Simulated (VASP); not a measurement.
# TiO2 (Fm-3m) in VASP: settings compared, part 2 of 2

VASP 6.6.1.

**3. Single point, PBE0**

This run uses another cell than the first one, of 9.18 Å³/atom.

POSCAR

```
TiO2
1.0
    0.0000000000      2.3968295068      2.3968295068
    2.3968295068      0.0000000000      2.3968295068
    2.3968295068      2.3968295068      0.0000000000
Ti O
1 2
Direct
    0.0000000000      0.0000000000      0.0000000000
    0.7500000000      0.7500000000      0.7500000000
    0.2500000000      0.2500000000      0.2500000000
```

INCAR.step1

```
SYSTEM = TiO2
PREC = Accurate
ENCUT = 520
EDIFF = 1E-5
ISMEAR = 0
SIGMA = 0.01
LREAL = .FALSE.
LASPH = .TRUE.
NELM = 100
ALGO = Normal
ISIF = 2
LWAVE = .TRUE.
LCHARG = .FALSE.
NBANDS = 19
GGA = PE
```

INCAR.step2

```
SYSTEM = TiO2
PREC = Accurate
ENCUT = 520
EDIFF = 1E-6
ISMEAR = 0
SIGMA = 0.01
LREAL = .FALSE.
LASPH = .TRUE.
NELM = 100
ALGO = Normal
ISIF = 2
LWAVE = .FALSE.
LCHARG = .FALSE.
GGA = PE
LHFCALC = .TRUE.
AEXX = 0.25
PRECFOCK = Normal
NBANDS = 19
ISTART = 1
```

KPOINTS

```
Automatic mesh
0
G
  6 6 6
  0 0 0
```

Potentials or basis: VASP PAW PBE potentials, release 64 (Ti_sv, O).

Launch:

```bash
cat potpaw_PBE.64/Ti_sv/POTCAR potpaw_PBE.64/O/POTCAR > POTCAR
cp INCAR.step1 INCAR
mpirun -np 1 vasp_std > vasp.out
cp INCAR.step2 INCAR
mpirun -np 1 vasp_std > vasp.out
```

OUTCAR:

```text
SYSTEM = TiO2
   PREC = Accurate
   ENCUT = 520
   EDIFF = 1E-6
   ISMEAR = 0
   LREAL = .FALSE.
   LASPH = .TRUE.
   NELM = 100
   ISIF = 2
   GGA = PE
   LHFCALC = .TRUE.
   AEXX = 0.25
   PRECFOCK = Normal
   ISTART = 1

 ion  position               nearest neighbor table
   1  0.000  0.000  0.000-   2 2.08   3 2.08   2 2.08   2 2.08   2 2.08   3 2.08   3 2.08   3 2.08

   2  0.750  0.750  0.750-   1 2.08   1 2.08   1 2.08   1 2.08
   3  0.250  0.250  0.250-   1 2.08   1 2.08   1 2.08   1 2.08

  LATTYP: Found a face centered cubic cell.
 ALAT       =     4.7936590136

  Lattice vectors:

 A1 = (   0.0000000000,   2.3968295068,   2.3968295068)
 A2 = (   2.3968295068,   0.0000000000,   2.3968295068)
 A3 = (   2.3968295068,   2.3968295068,   0.0000000000)

Analysis of symmetry for initial positions (statically):
=====================================================================
 Subroutine PRICEL returns:
 Original cell was already a primitive cell.

 Routine SETGRP: Setting up the symmetry group for a
 face centered cubic supercell.

 Subroutine GETGRP returns: Found 48 space group operations
 (whereof 48 operations were pure point group operations)
 out of a pool of 48 trial point group operations.

The static configuration has the point symmetry O_h .

Analysis of symmetry for dynamics (positions and initial velocities):
=====================================================================
 Subroutine PRICEL returns:
 Original cell was already a primitive cell.

 Routine SETGRP: Setting up the symmetry group for a
 face centered cubic supercell.

 Subroutine GETGRP returns: Found 48 space group operations
 (whereof 48 operations were pure point group operations)
 out of a pool of 48 trial point group operations.

The dynamic configuration has the point symmetry O_h .
[... 115 lines left out ...]
  Thomas-Fermi vector in A             =   2.666467
   LORBIT       =      0    0 simple, 1 ext, 2 COOP (PROOUT), +10 PAW based schemes
   GGA     = PE    functional components
   LHFCALC =     T    Hartree Fock is set to
   PRECFOCK=normal    Normal, Fast or Accurate (Low or Medium for compatibility)
   ENCUT4O =  -1.0   cutoff for four orbital integrals eV
   NKREDX  =     1    reduce k-point grid by
   NKREDY  =     1    reduce k-point grid by
   NKREDZ  =     1    reduce k-point grid by
   AEXX    =    0.2500 exact exchange contribution
   HFSCREEN=    0.0000 screening length (either q_TF or 0.3 A-1)
   HFSCREENC=   0.0000 screening length for correlation (either q_TF or 0.3 A-1)
   ENCUTFOCK=  -1.0 apply spherical cutoff to Coloumb kernel
   IVDW    =     0    specifies the selected vdW correction
   LEPSILON=     F    determine dielectric tensor
   LRPA    =     F    only Hartree local field effects (RPA)
 non-spin polarized calculation
 Gauss-broadening in eV      SIGMA  =   0.01
  energy-cutoff  :      520.00
  volume of cell :       27.54
 maximum number of plane-waves:       754
 NGX is ok and might be reduce to    28
  NGX = 20; NGY = 20; NGZ = 20

 number of electron      23.9999996 magnetization

 Free energy of the ion-electron system (eV)
  ---------------------------------------------------
  ext. energy  EPLUGINS =         0.00000000
  ---------------------------------------------------
  free energy    TOTEN  =       -34.41169461 eV

  energy without entropy =      -34.41169461  energy(sigma->0) =      -34.41169461

 E-fermi :   6.3141     XC(G=0):  -9.6230

 val. band max:        6.2448453083   @ k =   0.5000   0.5000   0.0000
 cond. band min:       9.5815792186   @ k =   0.0000   0.0000   0.0000
 fundamental gap:      3.3367339103
 Fermi energy:         6.3141293982

 k-point     1 :       0.0000    0.0000    0.0000
  band No.  band energies     occupation
      1     -56.1047      2.00000
      2     -30.4963      2.00000
      3     -30.4963      2.00000
      4     -30.4963      2.00000
      5     -15.4686      2.00000
      6     -11.3492      2.00000
[... 329 lines left out ...]
      6     -13.1154      2.00000
[... 11 lines left out ...]
     18      20.2349      0.00000
     19      24.1382      0.00000

------------------------ aborting loop because EDIFF is reached ----------------------------------------

  FORCE on cell =-STRESS in cart. coord.  units (eV):
  Direction    XX          YY          ZZ          XY          YZ          ZX
  --------------------------------------------------------------------------------------
  -------------------------------------------------------------------------------------
  Total       -0.5344514     -0.5344514     -0.5344514      0.0000000      0.0000000     -0.0000000
  in kB      -31.0940538    -31.0940538    -31.0940538      0.0000000      0.0000000     -0.0000000
  external PRESSURE =     -31.0940538 kB  Pullay stress =       0.0000000 kB

 VOLUME and BASIS-vectors are now :
 -----------------------------------------------------------------------------
  energy-cutoff  :      520.00
  volume of cell :       27.54
      direct lattice vectors                 reciprocal lattice vectors
     0.000000000  2.396829507  2.396829507    -0.208608914  0.208608914  0.208608914
     2.396829507  0.000000000  2.396829507     0.208608914 -0.208608914  0.208608914
     2.396829507  2.396829507  0.000000000     0.208608914  0.208608914 -0.208608914

 POSITION                                       TOTAL-FORCE (eV/Angst)
 -----------------------------------------------------------------------------------
      0.00000      0.00000      0.00000         0.000000      0.000000      0.000000
      3.59524      3.59524      3.59524        -0.000000     -0.000000     -0.000000
      1.19841      1.19841      1.19841         0.000000      0.000000      0.000000
 -----------------------------------------------------------------------------------
    total drift:                                0.000000      0.000000      0.000000

  FREE ENERGIE OF THE ION-ELECTRON SYSTEM (eV)
  ---------------------------------------------------
  free  energy   TOTEN  =       -34.4116946081 eV

  energy  without entropy=      -34.4116946081  energy(sigma->0) =      -34.41169461
```

OUTCAR.step1:

```text
SYSTEM = TiO2
   PREC = Accurate
   ENCUT = 520
   EDIFF = 1E-5
   ISMEAR = 0
   LREAL = .FALSE.
   LASPH = .TRUE.
   NELM = 100
[... 566 lines left out ...]
      0.00000      0.00000      0.00000         0.000000     -0.000000      0.000000
      3.59524      3.59524      3.59524         0.000000      0.000000      0.000000
      1.19841      1.19841      1.19841        -0.000000     -0.000000     -0.000000
 -----------------------------------------------------------------------------------
    total drift:                                0.000000     -0.000000      0.000000

  FREE ENERGIE OF THE ION-ELECTRON SYSTEM (eV)
  ---------------------------------------------------
  free  energy   TOTEN  =       -26.0170337239 eV

  energy  without entropy=      -26.0170337239  energy(sigma->0) =      -26.01703372
```

OSZICAR.step1:

```text
N       E                     dE             d eps       ncg     rms          rms(c)
DAV:   1     0.243806411878E+03    0.24381E+03   -0.13197E+04   608   0.150E+03
DAV:   2    -0.153455070376E+02   -0.25915E+03   -0.24490E+03   670   0.413E+02
DAV:   3    -0.349884464167E+02   -0.19643E+02   -0.19428E+02   685   0.118E+02
DAV:   4    -0.356405204863E+02   -0.65207E+00   -0.65066E+00   854   0.198E+01
DAV:   5    -0.356527906809E+02   -0.12270E-01   -0.12267E-01   712   0.250E+00    0.210E+01
DAV:   6    -0.266187806080E+02    0.90340E+01   -0.42435E+01   737   0.760E+01    0.954E+00
DAV:   7    -0.262844565648E+02    0.33432E+00   -0.10686E+01   721   0.293E+01    0.610E+00
DAV:   8    -0.261297023951E+02    0.15475E+00   -0.31962E-01   700   0.557E+00    0.436E+00
DAV:   9    -0.262389600410E+02   -0.10926E+00   -0.26879E+00   713   0.147E+01    0.422E+00
DAV:  10    -0.260304787550E+02    0.20848E+00   -0.82456E-01   784   0.777E+00    0.115E+00
DAV:  11    -0.260195734847E+02    0.10905E-01   -0.67981E-02   781   0.237E+00    0.537E-01
DAV:  12    -0.260171318975E+02    0.24416E-02   -0.82797E-03   685   0.791E-01    0.138E-01
DAV:  13    -0.260173947559E+02   -0.26286E-03   -0.39837E-04   688   0.155E-01    0.174E-01
DAV:  14    -0.260170286040E+02    0.36615E-03   -0.17860E-03   790   0.331E-01    0.176E-02
DAV:  15    -0.260170536944E+02   -0.25090E-04   -0.13417E-04   662   0.122E-01    0.370E-02
DAV:  16    -0.260170385574E+02    0.15137E-04   -0.21638E-05   504   0.506E-02    0.177E-02
DAV:  17    -0.260170337239E+02    0.48334E-05   -0.14645E-05   436   0.383E-02
   1 F= -.26017034E+02 E0= -.26017034E+02  d E =-.183954E-62
```

Wall time 72 min (1 thread of Intel Xeon Platinum 8259CL at 2.50GHz (Skylake/Cascade Lake), shared host); peak memory 0.17 GiB.

What came out:

```
Free energy            : -34.4117 eV
Pressure               : -3.1 GPa
Band gap on the k mesh : 3.34 eV (least direct gap 4.08 eV)
```

Caveat: the cell stands under tension; the PAW data sets were made with another functional, which shifts forces and pressure a little. A k mesh can miss the band edges.
